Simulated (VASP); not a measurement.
Si2Hg: single point with LDA

Crystal: Si2Hg.

```
Si Hg
1.0
     1.93920    3.35879    0.00000
    -1.93920    3.35879    0.00000
     0.00000    0.00000    4.15489
Si Hg
2 1
Cartesian
  -0.0002 2.2393 2.0774
  -0.0002 4.4783 2.0774
  0.0000 0.0000 0.0000
```

```yaml
Program: VASP 6.6.1
Task: single point
Functional: LDA
Potentials_or_basis: VASP PAW LDA potentials, release 64 (Si, Hg)
Cutoff: 520 eV
k_mesh: 5 × 5 × 4
Occupations: gaussian, width 0.271 eV
Spin: no spin polarisation
Dipole_correction: no
Further_INCAR_settings: ALGO = Normal; EDIFF = 1e-06; NBANDS = 17
```

* Pressure: 7.7 GPa
* Largest force: 0.004 eV/Å
* Band gap on the k mesh: zero (band 10 reaches 7.59 eV, above the bottom of band 11 at 5.67 eV)

Forces on the atoms (eV/Å):
```
Si   0.000 -0.004  0.000
Si   0.000  0.004  0.000
Hg   0.000  0.000  0.000
```

Stress tensor (GPa, compression positive):
```
10.42  0.00  0.00
 0.00 10.44  0.00
 0.00  0.00  2.33
```

Levels at points of the mesh, in eV from the Fermi level:
```
           k point  band 8  band 9  band 10  band 11  band 12  band 13
(0.00, 0.00, 0.00)   -2.45   -2.05    -2.05     0.21     0.74     0.74
(0.00, 0.00, 0.50)   -2.35   -2.34     0.95     2.63     2.63     3.97
```

Wall time 8.8 s on 1 thread of Intel(R) Xeon(R) 6975P-C (Granite Rapids), on a shared host, peak memory 0.15 GiB.

Caveat: the k points lie up to 0.38 Å⁻¹ apart; spin-orbit coupling is left out, which moves the levels of the heavy elements.
